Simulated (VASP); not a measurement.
Wanted: the native input for a VASP 6.6.1 run.

- Task: single point
- Functional: HSE06
- Potentials or basis: VASP PAW PBE potentials, release 64 (In_d, Sb)
- Cutoff: 520 eV
- k mesh: 4 × 4 × 4
- Occupations: gaussian, width 0.1 eV
- Spin: no spin polarisation
- Dipole correction: no
- Grid for exact exchange (PRECFOCK): Normal
- Further INCAR settings: ALGO = Normal; EDIFF = 1e-06; NBANDS = 16
- Screening parameter: 0.2079 1/Å

The system is InSb.

```
In Sb
1.0
     0.00000    3.25993    3.25993
     3.25993    0.00000    3.25993
     3.25993    3.25993    0.00000
In Sb
1 1
Direct
  0.00000 0.00000 0.00000
  0.25000 0.25000 0.25000
```

One way to write it, as run:

POSCAR

```
InSb
1.0
    0.0000000000      3.2599290552      3.2599290552
    3.2599290552      0.0000000000      3.2599290552
    3.2599290552      3.2599290552      0.0000000000
In Sb
1 1
Direct
    0.0000000000      0.0000000000      0.0000000000
    0.2500000000      0.2500000000      0.2500000000
```

INCAR.step1

```
PREC     = Accurate       # precision mode
ENCUT    = 520            # plane-wave cutoff, eV
EDIFF    = 1E-5           # SCF threshold, eV
ISMEAR   = 0              # smearing method
SIGMA    = 0.1            # smearing width, eV
LREAL    = False          # projectors in reciprocal space
LASPH    = True           # aspherical terms in the spheres
NELM     = 100            # most SCF steps
ALGO     = Normal         # electronic algorithm
ISIF     = 2              # what is computed and relaxed
LWAVE    = True           # write WAVECAR
NBANDS   = 16             # bands
GGA      = PE             # functional
```

INCAR.step2

```
PREC     = Accurate       # precision mode
ENCUT    = 520            # plane-wave cutoff, eV
EDIFF    = 1E-6           # SCF threshold, eV
ISMEAR   = 0              # smearing method
SIGMA    = 0.1            # smearing width, eV
LREAL    = False          # projectors in reciprocal space
LASPH    = True           # aspherical terms in the spheres
NELM     = 100            # most SCF steps
ALGO     = Normal         # electronic algorithm
ISIF     = 2              # what is computed and relaxed
LWAVE    = False          # write WAVECAR
LCHARG   = True           # write CHGCAR
GGA      = PE             # functional
LHFCALC  = True           # exact exchange
HFSCREEN = 0.2079         # screening, 1/A
PRECFOCK = Normal       
LELF     = True           # ELF
LVHAR    = True         
NBANDS   = 16             # bands
ISTART   = 1
```

KPOINTS

```
regular mesh
0
Gamma
  4 4 4
```

Potentials or basis: VASP PAW PBE potentials, release 64 (In_d, Sb).

Run with:

```sh
$ cat potpaw_PBE.64/In_d/POTCAR potpaw_PBE.64/Sb/POTCAR > POTCAR
$ cp INCAR.step1 INCAR
$ mpirun -np 1 vasp_std > vasp.out
$ cp INCAR.step2 INCAR
$ mpirun -np 1 vasp_std > vasp.out
```

Results of the run:

The pressure is 0.2 GPa. The band gap on the k mesh is 0.44 eV, direct.

Caveat: the PAW data sets were made with another functional, which shifts forces and pressure a little; spin-orbit coupling is left out, which moves the levels of the heavy elements.

Wall time 23 min on 1 thread of AMD EPYC 7R13 (shared host), peak memory 0.3 GiB.
